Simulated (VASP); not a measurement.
# Ga (Cmcm) in VASP: further runs

Ga is run at these levels: PBEsol; tasks: single point.

Program: VASP 6.6.1. These are calculated values, not measurements. Logs are shortened: lines on timing, memory, paths and dates and some standing lists are left out, and cuts for length are marked.

## (1) The cell of the first run

Symmetry: Cmcm, No. 63, orthorhombic system. The conventional cell has a = 2.871 Å, b = 8.049 Å, c = 3.170 Å, α = 90.00°, β = 90.00°, γ = 90.00°. Ga (site symmetry m2m) has 10 Ga at 2.66 to 3.17 Å within 3.5 Å.

## (2) Single point, PBEsol

Input file INCAR:

```
SYSTEM = Ga
PREC = Accurate
ENCUT = 520
EDIFF = 1E-6
ISMEAR = -1
SIGMA = 0.05
LREAL = .False.
LASPH = .True.
NELM = 100
ALGO = Normal
ISIF = 2
LWAVE = .False.
LCHARG = .False.
GGA = PS
NBANDS = 20
```

Input file KPOINTS:

```
regular mesh
0
Gamma
  8 8 7
  0 0 0
```

Input file POSCAR:

```
Ga
1.0
    1.4355000000     -4.0243500000      0.0000000000
    1.4355000000      4.0243500000      0.0000000000
    0.0000000000      0.0000000000      3.1700000000
Ga
2
Direct
    0.1330000000      0.8670000000      0.7500000000
    0.8670000000      0.1330000000      0.2500000000
```

Potentials or basis: VASP PAW PBE potentials, release 64 (Ga_d).

Launch:

```
> cat potpaw_PBE.64/Ga_d/POTCAR > POTCAR
> mpirun -np 1 vasp_std > vasp.out
```

OUTCAR:

```text
SYSTEM = Ga
   PREC = Accurate
   ENCUT = 520
   EDIFF = 1E-6
   ISMEAR = -1
   LREAL = .False.
   LASPH = .True.
   NELM = 100
   ISIF = 2
   GGA = PS

 ion  position               nearest neighbor table
   1  0.133  0.867  0.750-   2 2.66   2 2.66   2 2.85   2 2.85   2 2.85   2 2.85
   2  0.867  0.133  0.250-   1 2.66   1 2.66   1 2.85   1 2.85   1 2.85   1 2.85

  LATTYP: Found a base centered orthorhombic cell.
 ALAT       =     2.8710000000
 B/A-ratio  =     2.8034482759
 C/A-ratio  =     1.1041448972

  Lattice vectors:

 A1 = (   1.4355000000,  -4.0243500000,   0.0000000000)
 A2 = (   1.4355000000,   4.0243500000,   0.0000000000)
 A3 = (   0.0000000000,   0.0000000000,   3.1700000000)

Analysis of symmetry for initial positions (statically):
=====================================================================
 Subroutine PRICEL returns:
 Original cell was already a primitive cell.

 Routine SETGRP: Setting up the symmetry group for a
 base centered orthorhombic supercell.

 Subroutine GETGRP returns: Found  8 space group operations
 (whereof  4 operations were pure point group operations)
 out of a pool of  8 trial point group operations.

The static configuration has the point symmetry C_2h.
 The point group associated with its full space group is D_2h.

Analysis of symmetry for dynamics (positions and initial velocities):
=====================================================================
 Subroutine PRICEL returns:
 Original cell was already a primitive cell.

 Routine SETGRP: Setting up the symmetry group for a
 base centered orthorhombic supercell.

 Subroutine GETGRP returns: Found  8 space group operations
 (whereof  4 operations were pure point group operations)
 out of a pool of  8 trial point group operations.

The dynamic configuration has the point symmetry C_2h.
 The point group associated with its full space group is D_2h.

 Subroutine INISYM returns: Found  8 space group operations
 (whereof  4 operations are pure point group operations),
 and found     1 'primitive' translations

----------------------------------------------------------------------------------------

                                     Primitive cell

  volume of cell :      36.6259

  direct lattice vectors                    reciprocal lattice vectors
     1.435500000 -4.024350000  0.000000000     0.348310693 -0.124243667  0.000000000
     1.435500000  4.024350000  0.000000000     0.348310693  0.124243667  0.000000000
     0.000000000  0.000000000  3.170000000     0.000000000  0.000000000  0.315457413

  length of vectors
     4.272710284  4.272710284  3.170000000     0.369806473  0.369806473  0.315457413

  position of ions in fractional coordinates (direct lattice)
     0.133000000  0.867000000  0.750000000
     0.867000000  0.133000000  0.250000000

  ion indices of the primitive-cell ions
   primitive index   ion index
                 1           1
                 2           2

----------------------------------------------------------------------------------------

 KPOINTS: regular mesh

Automatic generation of k-mesh.
 Grid dimensions read from file:
 generate k-points for:    8    8    7

 Generating k-lattice:

  Cartesian coordinates                     Fractional coordinates (reciprocal lattice)
     0.043538837 -0.015530458  0.000000000     0.125000000  0.000000000  0.000000000
     0.043538837  0.015530458  0.000000000     0.000000000  0.125000000  0.000000000
     0.000000000  0.000000000  0.045065345     0.000000000  0.000000000  0.142857143

  Length of vectors
     0.046225809  0.046225809  0.045065345

  Shift w.r.t. Gamma in fractional coordinates (k-lattice)
     0.000000000  0.000000000  0.000000000

 Subroutine IBZKPT returns following result:
 ===========================================

 Found     84 irreducible k-points:

 Following reciprocal coordinates:
            Coordinates               Weight
  0.000000  0.000000  0.000000      1.000000
  0.125000 -0.000000  0.000000      4.000000
  0.250000 -0.000000  0.000000      4.000000
  0.375000  0.000000  0.000000      4.000000
  0.500000 -0.000000  0.000000      2.000000
  0.125000  0.125000  0.000000      2.000000
[... 16 lines left out ...]
  0.125000 -0.000000  0.142857      8.000000
  0.250000 -0.000000  0.142857      8.000000
 [... further k-points ...]
   k-points           NKPTS =     84   k-points in BZ     NKDIM =     84   number of bands    NBANDS=     20
   number of dos      NEDOS =    301   number of ions     NIONS =      2
   total plane-waves  NPLWV =  24576
   dimension x,y,z NGX =    32 NGY =   32 NGZ =   24
   dimension x,y,z NGXF=    64 NGYF=   64 NGZF=   48
   ions per type =               2
   NGX,Y,Z   is equivalent  to a cutoff of  12.45, 12.45, 12.59 a.u.
   NGXF,Y,Z  is equivalent  to a cutoff of  24.90, 24.90, 25.17 a.u.
 SYSTEM =  Ga
   PREC   = accura    normal or accurate (medium, high low for compatibility)
   ISTART =      0    job   : 0-new  1-cont  2-samecut
   ICHARG =      2    charge: 1-file 2-atom 10-const
   ISPIN  =      1    spin polarized calculation?
   LNONCOLLINEAR =      F non collinear calculations
   LSORBIT =      F    spin-orbit coupling
   LASPH  =      T    aspherical Exc in radial PAW
   ENCUT  =  520.0 eV  38.22 Ry    6.18 a.u.   7.94  7.94  5.89*2*pi/ulx,y,z
   NELM   =    100;   NELMIN=  2; NELMDL= -5     # of ELM steps
   EDIFF  = 0.1E-05   stopping-criterion for ELM
   LREAL  =      F    real-space projection
   EDIFFG = 0.1E-04   stopping-criterion for IOM
   NSW    =      0    number of steps for IOM
   IBRION =     -1    ionic relax: 0-MD 1-quasi-New 2-CG
   NFREE  =      0    steps in history (QN), initial steepest desc. (CG)
   ISIF   =      2    stress and relaxation
   ISYM   =      2    0-nonsym 1-usesym 2-fastsym
   POTIM  = 0.5000    time-step for ionic-motion
   TEBEG  =    0.0;   TEEND  =   0.0 temperature during run
   PSTRESS=    0.0 pullay stress
   NELECT =      26.0000    total number of electrons
   NUPDOWN=      -1.0000    fix difference up-down
   EMIN   =  10.00;   EMAX   =-10.00  energy-range for DOS
   EFERMI =   0.00;   METHOD = LEGACY
   ISMEAR =    -1;   SIGMA  =   0.05  broadening in eV -4-tet -1-fermi 0-gaus
   EFERMI_NEDOS =   21; number of points for ismear=-14 and -15
   IALGO  =     38    algorithm
   IMIX   =      4    mixing-type and parameters
     AMIX     =   0.40;   BMIX     =  1.00
     AMIX_MAG =   1.60;   BMIX_MAG =  1.00
  volume/ion in A,a.u.               =      18.31       123.58
  Fermi-wavevector in a.u.,A,eV,Ry     =   1.460393  2.759743 29.017813  2.132749
  Thomas-Fermi vector in A             =   2.576848
   LORBIT       =      0    0 simple, 1 ext, 2 COOP (PROOUT), +10 PAW based schemes
   GGA     = PS    functional components
   LHFCALC =     F    Hartree Fock is set to
   AEXX    =    0.0000 exact exchange contribution
   IVDW    =     0    specifies the selected vdW correction
   LEPSILON=     F    determine dielectric tensor
   LRPA    =     F    only Hartree local field effects (RPA)
 non-spin polarized calculation
  energy-cutoff  :      520.00
  volume of cell :       36.63
 maximum number of plane-waves:      1008
   NGX = 15   NGY = 15   NGZ = 11

 number of electron      25.9999994 magnetization

 Free energy of the ion-electron system (eV)
  ---------------------------------------------------
  ext. energy  EPLUGINS =         0.00000000
  ---------------------------------------------------
  free energy    TOTEN  =        -6.64798238 eV

  energy without entropy =       -6.63932642  energy(sigma->0) =       -6.64365440

 E-fermi :   5.7573     XC(G=0): -11.2599

 val. band max:        5.7115112641   @ k =   0.5000   0.3750   0.2857
 cond. band min:       5.7575996754   @ k =   0.1250   0.1250   0.2857
 fundamental gap:      0.0460884113
 Fermi energy:         5.7572853340

 k-point     1 :       0.0000    0.0000    0.0000
  band No.  band energies     occupation
      1      -9.4874      2.00000
      2      -9.4658      2.00000
      3      -9.3834      2.00000
      4      -9.3721      2.00000
      5      -9.1629      2.00000
      6      -9.1495      2.00000
[... 12 lines left out ...]
     19      17.0080      0.00000
     20      17.6391      0.00000

 k-point     2 :       0.1250   -0.0000    0.0000
  band No.  band energies     occupation
      1      -9.4710      2.00000
      2      -9.4553      2.00000
      3      -9.3711      2.00000
      4      -9.3152      2.00000
      5      -9.1819      2.00000
      6      -9.1704      2.00000
[... 12 lines left out ...]
     19      17.8817      0.00000
     20      20.1568      0.00000

 k-point     3 :       0.2500   -0.0000    0.0000
  band No.  band energies     occupation
      1      -9.4324      2.00000
      2      -9.4308      2.00000
      3      -9.3284      2.00000
      4      -9.2725      2.00000
      5      -9.2236      2.00000
      6      -9.1653      2.00000
[... 12 lines left out ...]
     19      18.1318      0.00000
     20      21.1165      0.00000

 k-point     4 :       0.3750    0.0000    0.0000
  band No.  band energies     occupation
      1      -9.4079      2.00000
      2      -9.4034      2.00000
      3      -9.3207      2.00000
      4      -9.2998      2.00000
      5      -9.2810      2.00000
      6      -9.1546      2.00000
[... 12 lines left out ...]
     19      17.2914      0.00000
     20      18.8679      0.00000

 k-point     5 :       0.5000   -0.0000    0.0000
  band No.  band energies     occupation
      1      -9.4064      2.00000
      2      -9.3982      2.00000
      3      -9.3138      2.00000
      4      -9.3080      2.00000
      5      -9.3072      2.00000
      6      -9.1670      2.00000
[... 12 lines left out ...]
     19      16.7625      0.00000
     20      17.2901      0.00000
[... 353 lines left out ...]
      6      -9.2017      2.00000
[... 12 lines left out ...]
     19      16.5111      0.00000
     20      16.6163      0.00000

 k-point    22 :       0.0000    0.0000    0.1429
  band No.  band energies     occupation
      1      -9.4797      2.00000
      2      -9.4485      2.00000
      3      -9.3821      2.00000
      4      -9.3415      2.00000
      5      -9.1968      2.00000
      6      -9.1944      2.00000
[... 12 lines left out ...]
     19      15.1969      0.00000
     20      17.4071      0.00000

 k-point    23 :       0.1250   -0.0000    0.1429
  band No.  band energies     occupation
      1      -9.4660      2.00000
      2      -9.4325      2.00000
      3      -9.3618      2.00000
      4      -9.2988      2.00000
      5      -9.2299      2.00000
      6      -9.1946      2.00000
[... 12 lines left out ...]
     19      16.2820      0.00000
     20      20.2917      0.00000

 k-point    24 :       0.2500   -0.0000    0.1429
  band No.  band energies     occupation
      1      -9.4416      2.00000
      2      -9.3964      2.00000
      3      -9.3238      2.00000
      4      -9.2894      2.00000
      5      -9.2354      2.00000
      6      -9.1737      2.00000
[... 12 lines left out ...]
     19      17.5669      0.00000
     20      18.3658      0.00000

 [... further k-points ...]
[... 5 lines left out ...]
  --------------------------------------------------------------------------------------
  -------------------------------------------------------------------------------------
  Total       -0.4384173      0.1414930     -0.3405406      0.0000000      0.0000000      0.0000000
  in kB      -19.1782992      6.1895264    -14.8967404      0.0000000      0.0000000      0.0000000
  external PRESSURE =      -9.2951711 kB  Pullay stress =       0.0000000 kB

 VOLUME and BASIS-vectors are now :
 -----------------------------------------------------------------------------
  energy-cutoff  :      520.00
  volume of cell :       36.63
      direct lattice vectors                 reciprocal lattice vectors
     1.435500000 -4.024350000  0.000000000     0.348310693 -0.124243667  0.000000000
     1.435500000  4.024350000  0.000000000     0.348310693  0.124243667  0.000000000
     0.000000000  0.000000000  3.170000000     0.000000000  0.000000000  0.315457413

 POSITION                                       TOTAL-FORCE (eV/Angst)
 -----------------------------------------------------------------------------------
      1.43550      2.95387      2.37750         0.000000     -0.216835      0.000000
      1.43550     -2.95387      0.79250         0.000000      0.216835     -0.000000
 -----------------------------------------------------------------------------------
    total drift:                                0.000000      0.000000     -0.000000

  FREE ENERGIE OF THE ION-ELECTRON SYSTEM (eV)
  ---------------------------------------------------
  free  energy   TOTEN  =        -6.6479823817 eV

  energy  without entropy=       -6.6393264234  energy(sigma->0) =       -6.64365440
```

Run time: 26 s. Hardware: 1 thread of Intel Xeon 6975P-C, shared host; peak memory 0.19 GiB.

Results:

| Item | Value |
| --- | --- |
| Free energy | -6.6480 eV |
| Pressure | -0.9 GPa |
| Largest force | 0.217 eV/Å |
| Band gap on the k mesh | zero (band 13 reaches 10.71 eV, above the bottom of band 14 at 2.29 eV) |

Forces on the atoms (eV/Å):
```
Ga   0.000 -0.217  0.000
Ga   0.000  0.217  0.000
```

Levels at points of the mesh, in eV from the Fermi level:
| k point | band 10 | band 11 | band 12 | band 13 | band 14 | band 15 | band 16 | band 17 |
| --- | --- | --- | --- | --- | --- | --- | --- | --- |
| (0.00, 0.00, 0.00) | -14.70 | -11.48 | -2.36 | -1.56 | 2.65 | 6.38 | 8.00 | 8.94 |
| (0.50, 0.00, 0.00) | -14.75 | -6.79 | -5.56 | -1.84 | -0.43 | 6.57 | 6.61 | 9.07 |
| (0.50, 0.50, 0.00) | -14.76 | -9.40 | -8.77 | 4.95 | 5.69 | 5.90 | 7.00 | 7.14 |

Caveat: the PAW data sets were made with another functional, which shifts forces and pressure a little.

## (3) Single point, PBEsol

This run uses another cell than the first one, of 18.68 Å³/atom, 1.020 times its volume.

Input file INCAR:

```
PREC = Accurate
ENCUT = 520
EDIFF = 1E-6
ISMEAR = -1
SIGMA = 0.05
LREAL = False
LASPH = True
NELM = 60
ALGO = Normal
ISIF = 2
LWAVE = False
LCHARG = False
GGA = PS
NBANDS = 20
```

Input file KPOINTS:

```
Automatic mesh
0
Gamma
  8 8 7
```

Input file POSCAR:

```
Ga
1.0
    1.4500000000     -4.0650000000      0.0000000000
    1.4500000000      4.0650000000      0.0000000000
    0.0000000000      0.0000000000      3.1700000000
Ga
2
Direct
    0.1330000000      0.8670000000      0.7500000000
    0.8670000000      0.1330000000      0.2500000000
```

Potentials or basis: VASP PAW PBE potentials, release 64 (Ga_d).

Launch:

```
> cat potpaw_PBE.64/Ga_d/POTCAR > POTCAR
> mpirun -np 1 vasp_std > vasp.out
```

It took 23 s on 1 thread of Intel Xeon 6975P-C, shared host; peak memory 0.19 GiB.

The run converged. Its results:

```yaml
Free_energy: -6.6430 eV
Pressure: -2.0 GPa
Largest_force: 0.232 eV/Å
Band_gap_on_the_k_mesh: zero (band 13 reaches 10.62 eV, above the bottom of band 14 at 2.20 eV)
```

Forces in eV/Å, atoms in the order of the input:
```
Ga   0.000 -0.232  0.000
Ga   0.000  0.232  0.000
```

Stress tensor (GPa, compression positive):
```
-2.67  0.00  0.00
 0.00 -0.77  0.00
 0.00  0.00 -2.54
```

Levels at points of the mesh, in eV from the Fermi level:
| k point | band 10 | band 11 | band 12 | band 13 | band 14 | band 15 | band 16 | band 17 |
| --- | --- | --- | --- | --- | --- | --- | --- | --- |
| (0.00, 0.00, 0.00) | -14.69 | -11.32 | -2.35 | -1.66 | 2.81 | 6.50 | 7.75 | 8.68 |
| (0.50, 0.00, 0.00) | -14.74 | -6.78 | -5.49 | -1.84 | -0.51 | 6.42 | 6.64 | 8.83 |
| (0.50, 0.50, 0.00) | -14.75 | -9.29 | -8.67 | 5.05 | 5.71 | 5.77 | 7.01 | 7.12 |

Caveat: the PAW data sets were made with another functional, which shifts forces and pressure a little.

## (4) Single point, PBEsol

This run uses another cell than the first one, of 19.06 Å³/atom, 1.041 times its volume.

Input file INCAR:

```
SYSTEM = Ga
PREC     = Accurate       ! precision mode
ENCUT    = 520            ! plane-wave cutoff, eV
EDIFF    = 1E-7           ! SCF threshold, eV
ISMEAR   = -1             ! smearing method
SIGMA    = 0.05           ! smearing width, eV
LREAL    = .False.        ! projectors in reciprocal space
LASPH    = .True.         ! aspherical terms in the spheres
NELM     = 60             ! most SCF steps
ALGO     = Normal         ! electronic algorithm
ISIF     = 2              ! what is computed and relaxed
LWAVE    = .False.        ! write WAVECAR
LCHARG   = .False.        ! write CHGCAR
GGA      = PS             ! functional
NBANDS   = 20             ! bands
```

Input file KPOINTS:

```
Automatic mesh
0
Gamma
  8 8 7
  0 0 0
```

Input file POSCAR:

```
Ga
1.0
    1.4645000000     -4.1056500000      0.0000000000
    1.4645000000      4.1056500000      0.0000000000
    0.0000000000      0.0000000000      3.1700000000
Ga
2
Direct
    0.1330000000      0.8670000000      0.7500000000
    0.8670000000      0.1330000000      0.2500000000
```

Launch:

```
> cat potpaw_PBE.64/Ga_d/POTCAR > POTCAR
> mpirun -np 1 vasp_std > vasp.out
```

Run time: 30 s. Hardware: 1 thread of Intel Xeon 6975P-C, shared host; peak memory 0.19 GiB.

Results (log left out):

```
Free energy            : -6.6331 eV
Pressure               : -2.8 GPa
Largest force          : 0.240 eV/Å
Band gap on the k mesh : zero (band 13 reaches 10.54 eV, above the bottom of band 14 at 2.11 eV)
```

Forces in eV/Å, atoms in the order of the input:
```
Ga   0.000 -0.240  0.000
Ga   0.000  0.240  0.000
```

Stress tensor (GPa, compression positive):
```
-3.38  0.00  0.00
 0.00 -1.93  0.00
 0.00  0.00 -3.19
```

Levels at points of the mesh, in eV from the Fermi level:
| k point | band 11 | band 12 | band 13 | band 14 | band 15 | band 16 |
| --- | --- | --- | --- | --- | --- | --- |
| (0.00, 0.00, 0.00) | -11.17 | -2.34 | -1.76 | 2.96 | 6.62 | 7.51 |
| (0.50, 0.00, 0.00) | -6.78 | -5.43 | -1.83 | -0.59 | 6.27 | 6.67 |
| (0.50, 0.50, 0.00) | -9.18 | -8.57 | 5.15 | 5.53 | 5.85 | 6.99 |

Caveat: the PAW data sets were made with another functional, which shifts forces and pressure a little.

## (5) The runs side by side

```tsv
cell	gap on the mesh (eV)	pressure (GPa)	largest force (eV/Å)
a = 4.273, b = 4.273, c = 3.170 Å, angles 90.0, 90.0, 140.7°, 2 atoms	none	-0.9	0.22
a = 4.316, b = 4.316, c = 3.170 Å, angles 90.0, 90.0, 140.7°, 2 atoms	none	-2.0	0.23
a = 4.359, b = 4.359, c = 3.170 Å, angles 90.0, 90.0, 140.7°, 2 atoms	none	-2.8	0.24
```

Alike in all rows: task single point; level PBEsol; potentials or basis VASP PAW PBE potentials, release 64 (Ga_d); no spin polarisation; k mesh 8 × 8 × 7; cutoff (eV) 520; smearing fermi-dirac 0.05 eV.

Caveats: the PAW data sets were made with another functional, which shifts forces and pressure a little.

Total energies depend on the potentials used, so only differences within one code and one set of settings carry meaning.
